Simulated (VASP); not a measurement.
## Ta: single point with PBE

The system is Ta.

```xyz
1
Lattice="-1.5667 1.5667 1.5667 1.5667 -1.5667 1.5667 1.5667 1.5667 -1.5667" Properties=species:S:1:pos:R:3 pbc="T T T"
Ta    0.0000    0.0000    0.0000
```

This cell differs from its parent crystal: volume scaled by 0.84.

| Property | Result |
| --- | --- |
| Program | VASP 6.6.1 |
| Task | single point |
| Functional | PBE |
| Potentials or basis | VASP PAW PBE potentials, release 64 (Ta_pv) |
| Cutoff | 520 eV |
| k mesh | 16 × 16 × 16 |
| Occupations | fermi-dirac, width 0.05 eV |
| Spin | no spin polarisation |
| Dipole correction | no |
| Further INCAR settings | ALGO = Normal; EDIFF = 1e-06; NBANDS = 12 |

```
Pressure : 46.5 GPa
```

Levels at points of the mesh, in eV from the Fermi level:
```
           k point  band 2  band 3  band 4  band 5  band 6  band 7  band 8  band 9
(0.00, 0.00, 0.00)  -32.45  -32.45   -8.51    0.68    0.68    0.68    4.54    4.54
(0.50, 0.00, 0.00)  -33.06  -32.47   -5.17   -2.10    2.46    4.56    5.78    9.44
(0.50, 0.50, 0.50)  -33.77  -33.77   -4.88   -4.88    8.19    8.19    8.19   10.24
```

It took 10 s on 1 thread of Intel(R) Xeon(R) 6975P-C (Granite Rapids), on a shared host, peak memory 0.14 GiB.

Caveat: spin-orbit coupling is left out, which moves the levels of the heavy elements.
